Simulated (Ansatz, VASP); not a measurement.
BeS in VASP and in Ansatz

```
Be S
1.0
     0.00000    2.24485    2.35557
     2.35557    0.00000    2.35557
     2.35557    2.24485    0.00000
Be S
1 1
Direct
  0.00000 0.00000 0.00000
  0.75000 0.75000 0.75000
```

Alike in both runs: task single point; functional PBEsol; k mesh 10 × 10 × 10; occupations gaussian, width 0.05 eV; no spin polarisation.

|  | VASP | Ansatz |
| --- | --- | --- |
| version | VASP 6.6.1 | Ansatz 0.2.0 |
| potentials or method | VASP PAW PBE potentials, release 64 (Be, S), cutoff 520 eV | scalar-relativistic, plane waves, PAW |
| valence electrons in the cell | 8 | 8 |

VASP gave:

| Quantity | Value |
| --- | --- |
| gap on the k mesh at the Fermi level (eV) | 2.13 |
| least direct gap on the mesh (eV) | 5.32 |
| pressure (GPa) | 15.9 |
| traceless stress, the component that is largest in VASP (GPa) | 2.88 |

Q: Estimate Ansatz's values.

A: gap on the k mesh at the Fermi level (eV): 2.12; least direct gap on the mesh (eV): 5.28; pressure (GPa): 15.7; traceless stress, the component that is largest in VASP (GPa): 2.90.

VASP's potentials were made for PBE, not for PBEsol.
